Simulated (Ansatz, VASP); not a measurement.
Two plane-wave programs on Ti12HN12

File INCAR:

```
PREC     = Accurate       # precision mode
ENCUT    = 520            # plane-wave cutoff, eV
EDIFF    = 1E-7           # SCF threshold, eV
ISMEAR   = 0              # smearing method
SIGMA    = 0.1            # smearing width, eV
LREAL    = Auto         
LASPH    = T              # aspherical terms in the spheres
NELM     = 60             # most SCF steps
ALGO     = Normal         # electronic algorithm
ISIF     = 2              # what is computed and relaxed
LWAVE    = F              # write WAVECAR
LCHARG   = T              # write CHGCAR
LDIPOL   = T            
IDIPOL   = 3            
DIPOL    = 0.5 0.5 0.289
GGA      = PE             # functional
IVDW     = 12             # dispersion correction
LELF     = T              # ELF
LVHAR    = T            
LVACPOTAV= T            
NBANDS   = 120            # bands
```

The input KPOINTS:

```
regular mesh
0
Gamma
  5 5 1
```

File POSCAR:

```
Ti12HN12
1.0
    5.9473589866      0.0000000000      0.0000000000
    0.0000000000      5.9473589866      0.0000000000
    0.0000000000      0.0000000000     21.6533569277
Ti N H
12 12 1
Direct
    0.2500000000      0.2500000000      0.1847288628
    0.2500000000      0.7500000000      0.1847288628
    0.7500000000      0.2500000000      0.1847288628
    0.7500000000      0.7500000000      0.1847288628
    0.0000000000      0.0000000000      0.2801771125
    0.0000000000      0.5000000000      0.2801771125
    0.5000000000      0.0000000000      0.2801771125
    0.5000000000      0.5000000000      0.2801771125
    0.2500000000      0.2500000000      0.3715894834
    0.2500000000      0.7500000000      0.3715894834
    0.7500000000      0.2500000000      0.3715894834
    0.7500000000      0.7500000000      0.3715894834
    0.0000000000      0.0000000000      0.1847288628
    0.0000000000      0.5000000000      0.1847288628
    0.5000000000      0.0000000000      0.1847288628
    0.5000000000      0.5000000000      0.1847288628
    0.2500000000      0.2500000000      0.2786780157
    0.2500000000      0.7500000000      0.2786780157
    0.7500000000      0.2500000000      0.2786780157
    0.7500000000      0.7500000000      0.2786780157
    0.0000000000      0.0000000000      0.3811583098
    0.0000000000      0.5000000000      0.3811583098
    0.5000000000      0.0000000000      0.3811583098
    0.5000000000      0.5000000000      0.3811583098
    0.1666666667      0.2500000000      0.4966138490
```

Input for Ansatz:

```yaml
crystal:
  lattice:
    - [5.9473589866, 0.0, 0.0]
    - [0.0, 5.9473589866, 0.0]
    - [0.0, 0.0, 21.6533569277]
  atoms:
    - { symbol: Ti, position: [0.25, 0.25, 0.1847288628] }
    - { symbol: Ti, position: [0.25, 0.75, 0.1847288628] }
    - { symbol: Ti, position: [0.75, 0.25, 0.1847288628] }
    - { symbol: Ti, position: [0.75, 0.75, 0.1847288628] }
    - { symbol: "N", position: [0.0, 0.0, 0.1847288628] }
    - { symbol: "N", position: [0.0, 0.5, 0.1847288628] }
    - { symbol: "N", position: [0.5, 0.0, 0.1847288628] }
    - { symbol: "N", position: [0.5, 0.5, 0.1847288628] }
    - { symbol: Ti, position: [0.0, 0.0, 0.2801771125] }
    - { symbol: Ti, position: [0.0, 0.5, 0.2801771125] }
    - { symbol: Ti, position: [0.5, 0.0, 0.2801771125] }
    - { symbol: Ti, position: [0.5, 0.5, 0.2801771125] }
    - { symbol: "N", position: [0.25, 0.25, 0.2786780157] }
    - { symbol: "N", position: [0.25, 0.75, 0.2786780157] }
    - { symbol: "N", position: [0.75, 0.25, 0.2786780157] }
    - { symbol: "N", position: [0.75, 0.75, 0.2786780157] }
    - { symbol: Ti, position: [0.25, 0.25, 0.3715894834] }
    - { symbol: Ti, position: [0.25, 0.75, 0.3715894834] }
    - { symbol: Ti, position: [0.75, 0.25, 0.3715894834] }
    - { symbol: Ti, position: [0.75, 0.75, 0.3715894834] }
    - { symbol: "N", position: [0.0, 0.0, 0.3811583098] }
    - { symbol: "N", position: [0.0, 0.5, 0.3811583098] }
    - { symbol: "N", position: [0.5, 0.0, 0.3811583098] }
    - { symbol: "N", position: [0.5, 0.5, 0.3811583098] }
    - { symbol: H, position: [0.1666666667, 0.25, 0.496613849] }
basis:
  ecutwfc: 420
kpoints:
  mp_grid: { grid: [5, 5, 1] }
hamiltonian:
  xc: pbe
  pseudopotentials: { kind: paw, azcp: { folder: soft_1 } }
  dispersion: d3bj
scf:
  occupations: { method: gaussian, width: 0.1 }
output:
  forces: true
  eigenvalues: true
efield:
  axis: 3
  dipole_correction: true
  ramp_width: 0.04
```

Alike in both runs: task single point; functional PBE; dispersion D3(BJ); k mesh 5 × 5 × 1; occupations gaussian, width 0.1 eV; no spin polarisation.

```csv
,VASP,Ansatz
version,VASP 6.6.1,Ansatz 0.2.0
potentials or method,"VASP PAW PBE potentials, release 64 (Ti_sv, N, H), cutoff 520 eV","scalar-relativistic, plane waves, PAW"
valence electrons in the cell,205,205
```

Ansatz gave:

```
gap on the k mesh at the Fermi level (eV)  : none
rms of the force components (eV/Å)         : 0.701
work function, face that differs most (eV) : 5.65
```

Problem. Which values does VASP return?

Solution. gap on the k mesh at the Fermi level (eV): none; rms of the force components (eV/Å): 0.705; work function, face that differs most (eV): 5.65.

A gap of «none» marks a metal or a gap that the smearing closes. Ansatz's warnings: vacuum below fermi.
